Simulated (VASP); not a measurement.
**WC: single point with PBE**

The system is WC.

```xyz
16
Lattice="-3.0021 -5.1998 0.0000 4.5031 -2.5999 0.0000 0.0000 0.0000 5.8900" Properties=species:S:1:pos:R:3 pbc="T T T"
W    -0.2830   -5.3103   -0.0683
W    -0.1245   -5.4287    2.7863
W    -1.8302   -2.7077    0.0670
W    -1.9554   -2.7869    3.0684
W     1.2993   -2.5617   -0.1938
W     1.1527   -2.6448    2.5337
W    -0.2800   -0.3147   -0.0054
W    -0.4269   -0.0337    3.0152
C     1.2638   -4.3967    1.2942
C     1.1326   -4.1967    4.4865
C    -0.3969   -2.4034    1.3098
C    -0.3789   -1.9482    4.1358
C     2.6269   -1.9169    1.3090
C     2.6658   -1.8583    4.3625
C    -1.4686   -4.4558    1.4872
C    -1.8331   -4.5058    4.6802
```

```
Program                : VASP 6.6.1
Task                   : single point
Functional             : PBE
Potentials or basis    : VASP PAW PBE potentials, release 64 (W_sv, C)
Cutoff                 : 520 eV
k mesh                 : 2 × 2 × 2
Occupations            : fermi-dirac, width 0.36 eV
Spin                   : no spin polarisation
Dipole correction      : no
Further INCAR settings : LREAL = Auto; ALGO = Normal; EDIFF = 1e-06; NBANDS = 86
```

```
Pressure               : -8.5 GPa
Largest force          : 5.904 eV/Å
Band gap on the k mesh : zero (bands 72 and 73 overlap by 0.20 eV)
```

Forces on the atoms (eV/Å):
```
W    0.617  0.004 -0.216
W   -2.369  2.167  1.937
W   -0.777 -1.906 -2.971
W    2.145 -0.193 -2.488
W   -2.102 -2.737  0.291
W   -0.486 -1.033  5.792
W   -0.278  2.136 -0.238
W    2.143 -1.960 -1.488
C   -0.417 -1.173  1.179
C    0.352 -3.022 -2.351
C    1.254  3.583  1.041
C    0.443  1.808  1.919
C    2.691  0.614  0.648
C    1.236  0.872 -0.819
C   -3.471 -0.047  0.141
C   -0.979  0.886 -2.378
```

Stress tensor (GPa, compression positive):
```
 -1.87   1.29   1.24
  1.29 -10.18   3.39
  1.24   3.39 -13.50
```

Levels at points of the mesh, in eV from the Fermi level:
| k point | band 69 | band 70 | band 71 | band 72 | band 73 | band 74 | band 75 | band 76 |
| --- | --- | --- | --- | --- | --- | --- | --- | --- |
| (0.00, 0.00, 0.00) | -0.78 | -0.45 | -0.35 | -0.03 | 0.06 | 0.31 | 0.86 | 1.58 |
| (0.50, 0.00, 0.00) | -0.87 | -0.71 | -0.33 | 0.07 | 0.25 | 0.47 | 0.71 | 0.80 |
| (0.00, 0.50, 0.00) | -1.10 | -0.82 | -0.49 | -0.17 | 0.76 | 1.05 | 1.14 | 1.35 |
| (0.50, 0.50, 0.00) | -1.44 | -1.25 | -1.08 | -0.73 | 0.48 | 0.80 | 1.10 | 1.26 |
| (0.00, 0.00, 0.50) | -1.06 | -0.68 | -0.24 | 0.07 | 0.26 | 0.33 | 0.72 | 0.92 |
| (0.50, 0.00, 0.50) | -1.12 | -0.92 | -0.67 | -0.30 | -0.13 | 0.18 | 0.51 | 0.57 |
| (0.00, 0.50, 0.50) | -1.25 | -1.06 | -0.97 | -0.65 | 0.47 | 0.78 | 0.84 | 1.08 |
| (0.50, 0.50, 0.50) | -1.31 | -1.06 | -0.78 | -0.62 | 0.24 | 0.63 | 0.68 | 1.07 |

Wall time 2.1 min on 1 thread of Intel(R) Xeon(R) 6975P-C (Granite Rapids) (shared host), peak memory 0.32 GiB.

Caveat: the k points lie up to 0.60 Å⁻¹ apart; the atoms stand as in a frame of molecular dynamics; so wide a smearing shifts energies and pressures; spin-orbit coupling is left out, which moves the levels of the heavy elements; forces of over 1 eV/Å act on the atoms, so gaps and moduli don't describe the material at rest.
